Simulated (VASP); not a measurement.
# MgS (Pa-3) in VASP: a series of runs, part 2 of 2

VASP 6.6.1.

## 3. Single point, PBE

INCAR

```
PREC = Accurate ; ENCUT = 520
EDIFF = 1E-6 ; ISMEAR = 0
SIGMA = 0.02 ; LREAL = Auto
LASPH = T ; NELM = 80
ALGO = Normal ; ISIF = 2
LWAVE = F ; LCHARG = F
GGA = PE ; NBANDS = 46
```

KPOINTS

```
Automatic mesh
0
Gamma
  4 4 4
```

POSCAR

```
MgS
1.0
    6.9860610228      0.0000000000      0.0000000000
    0.0000000000      6.9860610228      0.0000000000
    0.0000000000      0.0000000000      6.9860610228
Mg S
8 8
Direct
    0.8422061357      0.6577938643      0.3422061357
    0.1577938643      0.3422061357      0.6577938643
    0.3422061357      0.6577938643      0.1577938643
    0.8422061357      0.8422061357      0.8422061357
    0.6577938643      0.1577938643      0.3422061357
    0.6577938643      0.3422061357      0.8422061357
    0.1577938643      0.1577938643      0.1577938643
    0.3422061357      0.8422061357      0.6577938643
    0.1431273254      0.8568726746      0.3568726746
    0.6431273254      0.6431273254      0.6431273254
    0.8568726746      0.3568726746      0.1431273254
    0.3568726746      0.1431273254      0.8568726746
    0.6431273254      0.8568726746      0.1431273254
    0.8568726746      0.1431273254      0.6431273254
    0.3568726746      0.3568726746      0.3568726746
    0.1431273254      0.6431273254      0.8568726746
```

Potentials or basis: VASP PAW PBE potentials, release 64 (Mg, S).

Command:

```console
> cat potpaw_PBE.64/Mg/POTCAR potpaw_PBE.64/S/POTCAR > POTCAR
> mpirun -np 1 vasp_std > vasp.out
```

OUTCAR:

```text
PREC = Accurate
   ENCUT = 520
   EDIFF = 1E-6
   ISMEAR = 0
   LREAL = Auto
   LASPH = T
   NELM = 80
   ISIF = 2
   GGA = PE

 ion  position               nearest neighbor table
   1  0.842  0.658  0.342-  13 2.41  10 2.52  11 2.52   9 2.52
   2  0.158  0.342  0.658-  12 2.41  14 2.52  15 2.52  16 2.52
   3  0.342  0.658  0.158-   9 2.41  13 2.52  15 2.52  16 2.52
   4  0.842  0.842  0.842-  10 2.41  13 2.52  14 2.52  16 2.52
   5  0.658  0.158  0.342-  11 2.41  13 2.52  14 2.52  15 2.52
   6  0.658  0.342  0.842-  14 2.41  11 2.52  12 2.52  10 2.52
[... 8 lines left out ...]
  15  0.357  0.357  0.357-   7 2.41   3 2.52   5 2.52   2 2.52
  16  0.143  0.643  0.857-   8 2.41   3 2.52   4 2.52   2 2.52

  LATTYP: Found a simple cubic cell.
 ALAT       =     6.9860610228

  Lattice vectors:

 A1 = (   6.9860610228,   0.0000000000,   0.0000000000)
 A2 = (   0.0000000000,   6.9860610228,   0.0000000000)
 A3 = (   0.0000000000,   0.0000000000,   6.9860610228)

Analysis of symmetry for initial positions (statically):
=====================================================================
 Subroutine PRICEL returns:
 Original cell was already a primitive cell.

 Routine SETGRP: Setting up the symmetry group for a
 simple cubic supercell.

 Subroutine GETGRP returns: Found 24 space group operations
 (whereof  6 operations were pure point group operations)
 out of a pool of 48 trial point group operations.

The static configuration has the point symmetry S_6 .
 The point group associated with its full space group is T_h .

Analysis of symmetry for dynamics (positions and initial velocities):
=====================================================================
 Subroutine PRICEL returns:
 Original cell was already a primitive cell.

 Routine SETGRP: Setting up the symmetry group for a
 simple cubic supercell.

 Subroutine GETGRP returns: Found 24 space group operations
 (whereof  6 operations were pure point group operations)
 out of a pool of 48 trial point group operations.

The dynamic configuration has the point symmetry S_6 .
 The point group associated with its full space group is T_h .

 Subroutine INISYM returns: Found 24 space group operations
 (whereof  6 operations are pure point group operations),
 and found     1 'primitive' translations

----------------------------------------------------------------------------------------

                                     Primitive cell

  volume of cell :     340.9550

  direct lattice vectors                    reciprocal lattice vectors
     6.986061023  0.000000000  0.000000000     0.143142179  0.000000000  0.000000000
     0.000000000  6.986061023  0.000000000     0.000000000  0.143142179  0.000000000
     0.000000000  0.000000000  6.986061023     0.000000000  0.000000000  0.143142179

  length of vectors
     6.986061023  6.986061023  6.986061023     0.143142179  0.143142179  0.143142179

  position of ions in fractional coordinates (direct lattice)
     0.842206136  0.657793864  0.342206136
     0.157793864  0.342206136  0.657793864
     0.342206136  0.657793864  0.157793864
     0.842206136  0.842206136  0.842206136
     0.657793864  0.157793864  0.342206136
     0.657793864  0.342206136  0.842206136
[... 8 lines left out ...]
     0.356872675  0.356872675  0.356872675
     0.143127325  0.643127325  0.856872675

  ion indices of the primitive-cell ions
   primitive index   ion index
                 1           1
[... 54 lines left out ...]
  0.500000  0.500000  0.500000      1.000000
   k-points           NKPTS =     11   k-points in BZ     NKDIM =     11   number of bands    NBANDS=     46
   number of dos      NEDOS =    301   number of ions     NIONS =     16
   total plane-waves  NPLWV = 157464
   dimension x,y,z NGX =    54 NGY =   54 NGZ =   54
   dimension x,y,z NGXF=   108 NGYF=  108 NGZF=  108
   ions per type =               8   8
   NGX,Y,Z   is equivalent  to a cutoff of  12.85, 12.85, 12.85 a.u.
   NGXF,Y,Z  is equivalent  to a cutoff of  25.70, 25.70, 25.70 a.u.
 SYSTEM =  unknown system
   PREC   = accura    normal or accurate (medium, high low for compatibility)
   ISTART =      0    job   : 0-new  1-cont  2-samecut
   ICHARG =      2    charge: 1-file 2-atom 10-const
   ISPIN  =      1    spin polarized calculation?
   LNONCOLLINEAR =      F non collinear calculations
   LSORBIT =      F    spin-orbit coupling
   LASPH  =      T    aspherical Exc in radial PAW
   ENCUT  =  520.0 eV  38.22 Ry    6.18 a.u.  12.99 12.99 12.99*2*pi/ulx,y,z
   NELM   =     80;   NELMIN=  2; NELMDL= -5     # of ELM steps
   EDIFF  = 0.1E-05   stopping-criterion for ELM
   LREAL  =      T    real-space projection
   EDIFFG = 0.1E-04   stopping-criterion for IOM
   NSW    =      0    number of steps for IOM
   IBRION =     -1    ionic relax: 0-MD 1-quasi-New 2-CG
   NFREE  =      0    steps in history (QN), initial steepest desc. (CG)
   ISIF   =      2    stress and relaxation
   ISYM   =      2    0-nonsym 1-usesym 2-fastsym
   POTIM  = 0.5000    time-step for ionic-motion
   TEBEG  =    0.0;   TEEND  =   0.0 temperature during run
   PSTRESS=    0.0 pullay stress
   NELECT =      64.0000    total number of electrons
   NUPDOWN=      -1.0000    fix difference up-down
   EMIN   =  10.00;   EMAX   =-10.00  energy-range for DOS
   EFERMI =   0.00;   METHOD = LEGACY
   ISMEAR =     0;   SIGMA  =   0.02  broadening in eV -4-tet -1-fermi 0-gaus
   EFERMI_NEDOS =   21; number of points for ismear=-14 and -15
   IALGO  =     38    algorithm
   IMIX   =      4    mixing-type and parameters
     AMIX     =   0.40;   BMIX     =  1.00
     AMIX_MAG =   1.60;   BMIX_MAG =  1.00
  volume/ion in A,a.u.               =      21.31       143.80
  Fermi-wavevector in a.u.,A,eV,Ry     =   0.937351  1.771337 11.954456  0.878628
  Thomas-Fermi vector in A             =   2.064454
   LORBIT       =      0    0 simple, 1 ext, 2 COOP (PROOUT), +10 PAW based schemes
   GGA     = PE    functional components
   LHFCALC =     F    Hartree Fock is set to
   AEXX    =    0.0000 exact exchange contribution
   IVDW    =     0    specifies the selected vdW correction
   LEPSILON=     F    determine dielectric tensor
   LRPA    =     F    only Hartree local field effects (RPA)
 non-spin polarized calculation
 Gauss-broadening in eV      SIGMA  =   0.02
  energy-cutoff  :      520.00
  volume of cell :      340.96
 maximum number of plane-waves:      9228
 NGX is ok and might be reduce to    54
   NGX = 25   NGY = 25   NGZ = 25

 number of electron      63.9999992 magnetization

 Free energy of the ion-electron system (eV)
  ---------------------------------------------------
  ext. energy  EPLUGINS =         0.00000000
  ---------------------------------------------------
  free energy    TOTEN  =       -65.85694902 eV

  energy without entropy =      -65.85694902  energy(sigma->0) =      -65.85694902

 E-fermi :   2.1066     XC(G=0):  -8.7655

 val. band max:        2.0102448108   @ k =   0.0000   0.0000   0.0000
 cond. band min:       4.4661802868   @ k =   0.0000   0.0000   0.0000
 fundamental gap:      2.4559354761
 Fermi energy:         2.1065662281

 k-point     1 :       0.0000    0.0000    0.0000
  band No.  band energies     occupation
      1      -9.7640      2.00000
      2      -8.9247      2.00000
      3      -8.9247      2.00000
      4      -8.9247      2.00000
      5      -8.8166      2.00000
      6      -8.8166      2.00000
[... 506 lines left out ...]
     43       7.3992      0.00000
     44       7.3992      0.00000
 [bands above 44 left out]

------------------------ aborting loop because EDIFF is reached ----------------------------------------

  FORCE on cell =-STRESS in cart. coord.  units (eV):
  Direction    XX          YY          ZZ          XY          YZ          ZX
  --------------------------------------------------------------------------------------
  -------------------------------------------------------------------------------------
  Total       -0.4320349     -0.4320349     -0.4320349     -0.0000000      0.0000000      0.0000000
  in kB       -2.0301694     -2.0301694     -2.0301694     -0.0000000      0.0000000      0.0000000
  external PRESSURE =      -2.0301694 kB  Pullay stress =       0.0000000 kB

 VOLUME and BASIS-vectors are now :
 -----------------------------------------------------------------------------
  energy-cutoff  :      520.00
  volume of cell :      340.96
      direct lattice vectors                 reciprocal lattice vectors
     6.986061023  0.000000000  0.000000000     0.143142179  0.000000000  0.000000000
     0.000000000  6.986061023  0.000000000     0.000000000  0.143142179  0.000000000
     0.000000000  0.000000000  6.986061023     0.000000000  0.000000000  0.143142179

 POSITION                                       TOTAL-FORCE (eV/Angst)
 -----------------------------------------------------------------------------------
      5.88370      4.59539      2.39067        -0.008587      0.008587     -0.008587
      1.10236      2.39067      4.59539         0.008587     -0.008587      0.008587
      2.39067      4.59539      1.10236        -0.008587      0.008587      0.008587
      5.88370      5.88370      5.88370        -0.008587     -0.008587     -0.008587
      4.59539      1.10236      2.39067         0.008587      0.008587     -0.008587
      4.59539      2.39067      5.88370         0.008587     -0.008587     -0.008587
[... 8 lines left out ...]
      2.49313      2.49313      2.49313         0.006310      0.006310      0.006310
      0.99990      4.49293      5.98616        -0.006310     -0.006310      0.006310
 -----------------------------------------------------------------------------------
    total drift:                                0.000000      0.000000      0.000000

  FREE ENERGIE OF THE ION-ELECTRON SYSTEM (eV)
  ---------------------------------------------------
  free  energy   TOTEN  =       -65.8569490198 eV

  energy  without entropy=      -65.8569490198  energy(sigma->0) =      -65.85694902
```

Run time: 9.5 min. Hardware: 1 thread of Intel Xeon 8259CL, shared host; peak memory 0.42 GiB.

Results:

- Free energy: -65.8569 eV
- Pressure: -0.2 GPa
- Largest force: 0.015 eV/Å
- Band gap on the k mesh: 2.46 eV

Forces on the atoms (eV/Å):
```
Mg  -0.009  0.009 -0.009
Mg   0.009 -0.009  0.009
Mg  -0.009  0.009  0.009
Mg  -0.009 -0.009 -0.009
Mg   0.009  0.009 -0.009
Mg   0.009 -0.009 -0.009
Mg   0.009  0.009  0.009
Mg  -0.009 -0.009  0.009
S   -0.006  0.006  0.006
S   -0.006 -0.006 -0.006
S    0.006  0.006 -0.006
S    0.006 -0.006  0.006
S   -0.006  0.006 -0.006
S    0.006 -0.006 -0.006
S    0.006  0.006  0.006
S   -0.006 -0.006  0.006
```

Levels at points of the mesh, in eV from the valence-band top:
```tsv
k point	band 29	band 30	band 31	band 32	band 33	band 34	band 35	band 36
(0.00, 0.00, 0.00)	-0.65	0.00	0.00	0.00	2.46	4.73	4.73	4.73
(0.50, 0.00, 0.00)	-0.37	-0.37	-0.19	-0.19	3.83	3.83	3.92	3.92
(0.50, 0.50, 0.00)	-0.39	-0.39	-0.39	-0.39	4.03	4.03	4.03	4.03
(0.50, 0.50, 0.50)	-0.61	-0.61	-0.61	-0.61	4.21	4.21	4.21	4.21
```

## 4. Relaxation of cell and atoms, PBE

This run uses another cell than the first one, of 18.09 Å³/atom.

INCAR

```
ALGO = Normal
EDIFF = 1E-7
EDIFFG = -0.04
ENCUT = 600
GGA = PE
IBRION = 2
ISIF = 3
ISMEAR = 0
LASPH = T
LCHARG = F
LREAL = Auto
LWAVE = F
NELM = 80
NSW = 90
PREC = Accurate
SIGMA = 0.1
```

KPOINTS

```
k-points
0
Gamma
  4 4 4
```

POSCAR

```
MgS
1.0
    6.6150316900      0.0000000000      0.0000000000
    0.0000000000      6.6150316900      0.0000000000
    0.0000000000      0.0000000000      6.6150316900
Mg S
8 8
Direct
    0.8530000000      0.6470000000      0.3530000000
    0.1470000000      0.3530000000      0.6470000000
    0.3530000000      0.6470000000      0.1470000000
    0.8530000000      0.8530000000      0.8530000000
    0.6470000000      0.1470000000      0.3530000000
    0.6470000000      0.3530000000      0.8530000000
    0.1470000000      0.1470000000      0.1470000000
    0.3530000000      0.8530000000      0.6470000000
    0.1470000000      0.8530000000      0.3530000000
    0.6470000000      0.6470000000      0.6470000000
    0.8530000000      0.3530000000      0.1470000000
    0.3530000000      0.1470000000      0.8530000000
    0.6470000000      0.8530000000      0.1470000000
    0.8530000000      0.1470000000      0.6470000000
    0.3530000000      0.3530000000      0.3530000000
    0.1470000000      0.6470000000      0.8530000000
```

Command:

```console
> cat potpaw_PBE.64/Mg/POTCAR potpaw_PBE.64/S/POTCAR > POTCAR
> mpirun -np 1 vasp_std > vasp.out
```

It took 71 min on 1 thread of Intel Xeon 8259CL, shared host; peak memory 0.49 GiB.

Results (log left out):

```
Free energy                           : -65.8547 eV
Relaxed volume                        : 21.26 Å³/atom
Relaxed cell                          : a = 6.981 Å, b = 6.981 Å, c = 6.981 Å, α = 90.00°, β = 90.00°, γ = 90.00°
Space group after relaxing (to 0.1 Å) : Pa-3 (No. 205)
Energy gained by relaxing             : 110.9 meV/atom
Ionic steps                           : 12
Pressure after relaxing               : 0.0 GPa
Largest force after relaxing          : 0.008 eV/Å
Band gap on the k mesh                : 2.47 eV
```

Forces on the atoms (eV/Å):
```
Mg   0.004 -0.004  0.004
Mg  -0.004  0.004 -0.004
Mg   0.004 -0.004 -0.004
Mg   0.004  0.004  0.004
Mg  -0.004 -0.004  0.004
Mg  -0.004  0.004  0.004
Mg  -0.004 -0.004 -0.004
Mg   0.004  0.004 -0.004
S   -0.005  0.005  0.005
S   -0.005 -0.005 -0.005
S    0.005  0.005 -0.005
S    0.005 -0.005  0.005
S   -0.005  0.005 -0.005
S    0.005 -0.005 -0.005
S    0.005  0.005  0.005
S   -0.005 -0.005  0.005
```

Step by step:
| step | energy change (eV) | largest force (eV/Å) | pressure (GPa) | volume (Å³) |
| --- | --- | --- | --- | --- |
| 1 | 0.0000 | 0.1462 | 12.25 | 289.46 |
| 2 | -1.4250 | 0.5831 | -2.60 | 351.35 |
| 3 | -1.5560 | 0.4929 | 0.02 | 335.17 |
| 4 | -1.5559 | 0.4983 | -0.15 | 336.13 |
| 5 | -1.6476 | 0.3463 | -0.12 | 337.62 |
| 6 | -1.7010 | 0.1513 | 0.01 | 339.69 |
| 7 | -1.7012 | 0.1678 | 0.03 | 339.83 |
| 8 | -1.7162 | 0.1443 | -0.05 | 340.29 |
| 9 | -1.7494 | 0.0801 | -0.32 | 341.68 |
| 10 | -1.7610 | 0.0691 | -0.82 | 344.47 |
| 11 | -1.7658 | 0.0462 | -0.64 | 343.49 |
| 12 | -1.7746 | 0.0079 | -0.05 | 340.15 |

Final structure:
```yaml
crystal:
  lattice:
    - [6.98056, 0.00000, 0.00000]
    - [0.00000, 6.98056, 0.00000]
    - [0.00000, 0.00000, 6.98056]
  atoms:
    - { symbol: Mg, position: [0.84165, 0.65835, 0.34165] }
    - { symbol: Mg, position: [0.15835, 0.34165, 0.65835] }
    - { symbol: Mg, position: [0.34165, 0.65835, 0.15835] }
    - { symbol: Mg, position: [0.84165, 0.84165, 0.84165] }
    - { symbol: Mg, position: [0.65835, 0.15835, 0.34165] }
    - { symbol: Mg, position: [0.65835, 0.34165, 0.84165] }
    - { symbol: Mg, position: [0.15835, 0.15835, 0.15835] }
    - { symbol: Mg, position: [0.34165, 0.84165, 0.65835] }
    - { symbol: S, position: [0.14265, 0.85735, 0.35735] }
    - { symbol: S, position: [0.64265, 0.64265, 0.64265] }
    - { symbol: S, position: [0.85735, 0.35735, 0.14265] }
    - { symbol: S, position: [0.35735, 0.14265, 0.85735] }
    - { symbol: S, position: [0.64265, 0.85735, 0.14265] }
    - { symbol: S, position: [0.85735, 0.14265, 0.64265] }
    - { symbol: S, position: [0.35735, 0.35735, 0.35735] }
    - { symbol: S, position: [0.14265, 0.64265, 0.85735] }
```

Levels at points of the mesh, in eV from the valence-band top:
```tsv
k point	band 28	band 29	band 30	band 31	band 32	band 33	band 34	band 35	band 36	band 37
(0.00, 0.00, 0.00)	-0.66	-0.66	0.00	0.00	0.00	2.47	4.74	4.74	4.74	5.03
(0.50, 0.00, 0.00)	-0.61	-0.37	-0.37	-0.20	-0.20	3.83	3.83	3.94	3.94	5.04
(0.50, 0.50, 0.00)	-0.93	-0.39	-0.39	-0.39	-0.39	4.04	4.04	4.04	4.04	5.04
(0.50, 0.50, 0.50)	-1.14	-0.60	-0.60	-0.60	-0.60	4.22	4.22	4.22	4.22	5.22
```

Caveat: the volume moved by over 15 % at a fixed basis, so the end points are rough.

## 5. Overview

| task | cell | cutoff (eV) | smearing | gap on the mesh (eV) | pressure (GPa) | largest force (eV/Å) |
| --- | --- | --- | --- | --- | --- | --- |
| single point | a = 6.982 Å, 16 atoms, atomic positions A | 520 | gaussian 0.1 eV | 2.46 | -0.1 | 0.03 |
| single point | a = 6.986 Å, 16 atoms, atomic positions B | 520 | gaussian 0.02 eV | 2.46 | -0.2 | 0.01 |
| relaxation of cell and atoms | relaxed from a = 6.615 Å, 16 atoms, atomic positions C | 600 | gaussian 0.1 eV | 2.47 | 0.0 | 0.01 |

Alike in all rows: level PBE; potentials or basis VASP PAW PBE potentials, release 64 (Mg, S); no spin polarisation; k mesh 4 × 4 × 4.

Caveats: the volume moved by over 15 % at a fixed basis, so the end points are rough (at least some runs).

Total energies depend on the potentials used, so only differences within one code and one set of settings carry meaning.
